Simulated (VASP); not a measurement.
# La (P6_3/mmc) in VASP: notebook

La is run at these levels: PBE; tasks: electric field gradients.

Everything below comes from runs of VASP 6.6.1. Logs are shortened: lines on timing, memory, paths and dates and some standing lists are left out, and cuts for length are marked.

## 1. The cell of the first run

It takes space group P6_3/mmc (No. 194, hexagonal). Conventional cell: a = 3.750 Å, b = 3.750 Å, c = 6.070 Å, α = 90.00°, β = 90.00°, γ = 120.00°. Within 4.9 Å of La (site symmetry -6m2) lie 12 La at 3.73 to 3.75 Å.

## 2. Electric field gradients, PBE

INCAR

```
ALGO = Normal ; EDIFF = 1E-8
ENCUT = 520 ; GGA = PE
ISIF = 2 ; ISMEAR = -1
LASPH = True ; LCHARG = False
LEFG = True ; LREAL = False
LWAVE = False ; NBANDS = 18
NELM = 60 ; PREC = Accurate
SIGMA = 0.05
```

KPOINTS

```
k-points
0
Gamma
  11 11 6
```

POSCAR

```
La
1.0
    3.7500020507      0.0000000000      0.0000000000
   -1.8750010253      3.2475970401      0.0000000000
    0.0000000000      0.0000000000      6.0700000000
La
2
Direct
    0.3333333333      0.6666666667      0.2500000000
    0.6666666667      0.3333333333      0.7500000000
```

Potentials or basis: VASP PAW PBE potentials, release 64 (La).

On the command line:

```console
cat potpaw_PBE.64/La/POTCAR > POTCAR
mpirun -np 1 vasp_std > vasp.out
```

OUTCAR:

```text
EDIFF = 1E-8
   ENCUT = 520
   GGA = PE
   ISIF = 2
   ISMEAR = -1
   LASPH = True
   LREAL = False
   NELM = 60
   PREC = Accurate

 ion  position               nearest neighbor table
   1  0.333  0.667  0.250-
   2  0.667  0.333  0.750-

  LATTYP: Found a hexagonal cell.
 ALAT       =     3.7500020507
 C/A-ratio  =     1.6186657815

  Lattice vectors:

 A1 = (   3.7500020507,   0.0000000000,   0.0000000000)
 A2 = (  -1.8750010253,   3.2475970401,   0.0000000000)
 A3 = (   0.0000000000,   0.0000000000,   6.0700000000)

Analysis of symmetry for initial positions (statically):
=====================================================================
 Subroutine PRICEL returns:
 Original cell was already a primitive cell.

 Routine SETGRP: Setting up the symmetry group for a
 hexagonal supercell.

 Subroutine GETGRP returns: Found 24 space group operations
 (whereof 12 operations were pure point group operations)
 out of a pool of 24 trial point group operations.

The static configuration has the point symmetry D_3d.
 The point group associated with its full space group is D_6h.

Analysis of symmetry for dynamics (positions and initial velocities):
=====================================================================
 Subroutine PRICEL returns:
 Original cell was already a primitive cell.

 Routine SETGRP: Setting up the symmetry group for a
 hexagonal supercell.

 Subroutine GETGRP returns: Found 24 space group operations
 (whereof 12 operations were pure point group operations)
 out of a pool of 24 trial point group operations.

The dynamic configuration has the point symmetry D_3d.
 The point group associated with its full space group is D_6h.

 Subroutine INISYM returns: Found 24 space group operations
 (whereof 12 operations are pure point group operations),
 and found     1 'primitive' translations

----------------------------------------------------------------------------------------

                                     Primitive cell

  volume of cell :      73.9235

  direct lattice vectors                    reciprocal lattice vectors
     3.750002051  0.000000000  0.000000000     0.266666521  0.153959988  0.000000000
    -1.875001025  3.247597040  0.000000000     0.000000000  0.307919975  0.000000000
     0.000000000  0.000000000  6.070000000     0.000000000  0.000000000  0.164744646

  length of vectors
     3.750002051  3.750002051  6.070000000     0.307919975  0.307919975  0.164744646

  position of ions in fractional coordinates (direct lattice)
     0.333333333  0.666666667  0.250000000
     0.666666667  0.333333333  0.750000000

  ion indices of the primitive-cell ions
   primitive index   ion index
                 1           1
                 2           2

----------------------------------------------------------------------------------------

 KPOINTS: k-points

Automatic generation of k-mesh.
 Grid dimensions read from file:
 generate k-points for:   11   11    6

 Generating k-lattice:

  Cartesian coordinates                     Fractional coordinates (reciprocal lattice)
     0.024242411  0.013996363  0.000000000     0.090909091 -0.000000000  0.000000000
     0.000000000  0.027992725  0.000000000     0.000000000  0.090909091  0.000000000
     0.000000000  0.000000000  0.027457441     0.000000000  0.000000000  0.166666667

  Length of vectors
     0.027992725  0.027992725  0.027457441

  Shift w.r.t. Gamma in fractional coordinates (k-lattice)
     0.000000000  0.000000000  0.000000000

 Subroutine IBZKPT returns following result:
 ===========================================

 Found     64 irreducible k-points:

 Following reciprocal coordinates:
            Coordinates               Weight
  0.000000  0.000000  0.000000      1.000000
  0.090909 -0.000000  0.000000      6.000000
  0.181818  0.000000  0.000000      6.000000
  0.272727 -0.000000  0.000000      6.000000
  0.363636 -0.000000  0.000000      6.000000
  0.454545  0.000000  0.000000      6.000000
[... 16 lines left out ...]
  0.090909  0.090909  0.166667     12.000000
  0.181818  0.090909  0.166667     24.000000
 [... further k-points ...]
   k-points           NKPTS =     64   k-points in BZ     NKDIM =     64   number of bands    NBANDS=     18
   number of dos      NEDOS =    301   number of ions     NIONS =      2
   total plane-waves  NPLWV =  37632
   dimension x,y,z NGX =    28 NGY =   28 NGZ =   48
   dimension x,y,z NGXF=    56 NGYF=   56 NGZF=   96
   ions per type =               2
   NGX,Y,Z   is equivalent  to a cutoff of  12.41, 12.41, 13.15 a.u.
   NGXF,Y,Z  is equivalent  to a cutoff of  24.83, 24.83, 26.29 a.u.
 SYSTEM =  unknown system
   PREC   = accura    normal or accurate (medium, high low for compatibility)
   ISTART =      0    job   : 0-new  1-cont  2-samecut
   ICHARG =      2    charge: 1-file 2-atom 10-const
   ISPIN  =      1    spin polarized calculation?
   LNONCOLLINEAR =      F non collinear calculations
   LSORBIT =      F    spin-orbit coupling
   LASPH  =      T    aspherical Exc in radial PAW
   ENCUT  =  520.0 eV  38.22 Ry    6.18 a.u.   6.97  6.97 11.29*2*pi/ulx,y,z
   NELM   =     60;   NELMIN=  2; NELMDL= -5     # of ELM steps
   EDIFF  = 0.1E-07   stopping-criterion for ELM
   LREAL  =      F    real-space projection
   EDIFFG = 0.1E-06   stopping-criterion for IOM
   NSW    =      0    number of steps for IOM
   IBRION =     -1    ionic relax: 0-MD 1-quasi-New 2-CG
   NFREE  =      0    steps in history (QN), initial steepest desc. (CG)
   ISIF   =      2    stress and relaxation
   ISYM   =      2    0-nonsym 1-usesym 2-fastsym
   POTIM  = 0.5000    time-step for ionic-motion
   TEBEG  =    0.0;   TEEND  =   0.0 temperature during run
   PSTRESS=    0.0 pullay stress
   NELECT =      22.0000    total number of electrons
   NUPDOWN=      -1.0000    fix difference up-down
   EMIN   =  10.00;   EMAX   =-10.00  energy-range for DOS
   EFERMI =   0.00;   METHOD = LEGACY
   ISMEAR =    -1;   SIGMA  =   0.05  broadening in eV -4-tet -1-fermi 0-gaus
   EFERMI_NEDOS =   21; number of points for ismear=-14 and -15
   IALGO  =     38    algorithm
   IMIX   =      4    mixing-type and parameters
     AMIX     =   0.40;   BMIX     =  1.00
     AMIX_MAG =   1.60;   BMIX_MAG =  1.00
  volume/ion in A,a.u.               =      36.96       249.43
  Fermi-wavevector in a.u.,A,eV,Ry     =   1.093004  2.065477 16.254295  1.194657
  Thomas-Fermi vector in A             =   2.229280
   LORBIT       =      0    0 simple, 1 ext, 2 COOP (PROOUT), +10 PAW based schemes
   GGA     = PE    functional components
   LHFCALC =     F    Hartree Fock is set to
   AEXX    =    0.0000 exact exchange contribution
   IVDW    =     0    specifies the selected vdW correction
   LEPSILON=     F    determine dielectric tensor
   LRPA    =     F    only Hartree local field effects (RPA)
 non-spin polarized calculation
  energy-cutoff  :      520.00
  volume of cell :       73.92
 maximum number of plane-waves:      2011
 NGX is ok and might be reduce to    28
   NGX = 13   NGY = 13   NGZ = 23

 number of electron      21.9999997 magnetization

 Free energy of the ion-electron system (eV)
  ---------------------------------------------------
  ext. energy  EPLUGINS =         0.00000000
  ---------------------------------------------------
  free energy    TOTEN  =        -9.72475401 eV

  energy without entropy =       -9.69105754  energy(sigma->0) =       -9.70790578

 E-fermi :   7.9028     XC(G=0):  -9.5802

 val. band max:        7.8969531415   @ k =   0.2727   0.2727   0.1667
 cond. band min:       7.9046257568   @ k =   0.1818   0.0909   0.0000
 fundamental gap:      0.0076726153
 Fermi energy:         7.9027984370

 k-point     1 :       0.0000    0.0000    0.0000
  band No.  band energies     occupation
      1     -24.9490      2.00000
      2     -24.7428      2.00000
      3      -9.3410      2.00000
      4      -8.1326      2.00000
      5      -8.1326      2.00000
      6      -7.9459      2.00000
[... 10 lines left out ...]
     17       9.5847      0.00000
     18       9.6776      0.00000
[... 463 lines left out ...]
 k-point    24 :       0.1818    0.0909    0.1667
  band No.  band energies     occupation
      1     -24.8550      2.00000
      2     -24.7179      2.00000
      3      -9.0816      2.00000
      4      -8.5889      2.00000
      5      -8.5235      2.00000
      6      -8.2731      2.00000
[... 10 lines left out ...]
     17       9.6926      0.00000
     18       9.7456      0.00000

 [... further k-points ...]

------------------------ aborting loop because EDIFF is reached ----------------------------------------

  FORCE on cell =-STRESS in cart. coord.  units (eV):
  Direction    XX          YY          ZZ          XY          YZ          ZX
  --------------------------------------------------------------------------------------
  -------------------------------------------------------------------------------------
  Total        0.2672523      0.2672523      0.1756205      0.0000000      0.0000000      0.0000000
  in kB        5.7922818      5.7922818      3.8063031      0.0000000      0.0000000      0.0000000
  external PRESSURE =       5.1302889 kB  Pullay stress =       0.0000000 kB

 VOLUME and BASIS-vectors are now :
 -----------------------------------------------------------------------------
  energy-cutoff  :      520.00
  volume of cell :       73.92
      direct lattice vectors                 reciprocal lattice vectors
     3.750002051  0.000000000  0.000000000     0.266666521  0.153959988  0.000000000
    -1.875001025  3.247597040  0.000000000     0.000000000  0.307919975  0.000000000
     0.000000000  0.000000000  6.070000000     0.000000000  0.000000000  0.164744646

 POSITION                                       TOTAL-FORCE (eV/Angst)
 -----------------------------------------------------------------------------------
     -0.00000      2.16506      1.51750         0.000000      0.000000      0.000000
      1.87500      1.08253      4.55250        -0.000000     -0.000000      0.000000
 -----------------------------------------------------------------------------------
    total drift:                               -0.000000      0.000000     -0.000000

  FREE ENERGIE OF THE ION-ELECTRON SYSTEM (eV)
  ---------------------------------------------------
  free  energy   TOTEN  =        -9.7247540102 eV

  energy  without entropy=       -9.6910575444  energy(sigma->0) =       -9.70790578

 Electric field gradients (V/A^2)
---------------------------------------------------------------------
 ion       V_xx      V_yy      V_zz      V_xy      V_xz      V_yz
---------------------------------------------------------------------
   1      -6.250    -6.250    12.500     0.000     0.000    -0.000
   2      -6.250    -6.250    12.500     0.000    -0.000     0.000
---------------------------------------------------------------------

 Electric field gradients after diagonalization (V/A^2)
 (convention: |V_zz| > |V_xx| > |V_yy|)
----------------------------------------------------------------------
 ion       V_xx      V_yy      V_zz     asymmetry (V_yy - V_xx)/ V_zz
----------------------------------------------------------------------
   1      -6.251    -6.249    12.500       0.000
   2      -6.251    -6.249    12.500       0.000
----------------------------------------------------------------------

           NMR quadrupolar parameters

 Cq : quadrupolar parameter    Cq=e*Q*V_zz/h
 eta: asymmetry parameters     (V_yy - V_xx)/ V_zz
 Q  : nuclear electric quadrupole moment in mb (millibarn)
----------------------------------------------------------------------
 ion       Cq(MHz)       eta       Q (mb)
----------------------------------------------------------------------
   1       0.030       0.000       1.000
   2       0.030       0.000       1.000
----------------------------------------------------------------------
```

Wall time 2.1 min (1 thread of Intel Xeon Platinum 8375C at 2.90GHz (Ice Lake), shared host); peak memory 0.24 GiB.

Results:

```yaml
Free_energy: -9.7248 eV
Pressure: 0.5 GPa
Band_gap_on_the_k_mesh: zero (bands 11 and 12 overlap by 1.47 eV)
Largest_electric_field_gradient_by_atom: La +12.5 V/Å²
```

Levels at points of the mesh, in eV from the Fermi level:
| k point | band 7 | band 8 | band 9 | band 10 | band 11 | band 12 | band 13 | band 14 | band 15 | band 16 |
| --- | --- | --- | --- | --- | --- | --- | --- | --- | --- | --- |
| (0.00, 0.00, 0.00) | -15.85 | -15.82 | -3.16 | -1.75 | 1.10 | 1.33 | 1.33 | 1.56 | 1.64 | 1.68 |
| (0.00, 0.00, 0.50) | -15.94 | -15.94 | -1.85 | -1.85 | 0.60 | 0.60 | 1.38 | 1.38 | 1.38 | 1.38 |

Electric field gradients, principal values (V/Å²):
| atom | least | middle | greatest (by size) |
| --- | --- | --- | --- |
| 1 La | -6.249 | -6.251 | 12.500 |
| 2 La | -6.249 | -6.251 | 12.500 |

Caveat: without QUAD_EFG the Cq values of the log hold for a quadrupole moment of 1 mb, not for the nuclei; spin-orbit coupling is left out, which moves the levels of the heavy elements.

(Continued in part 2 of 2.)
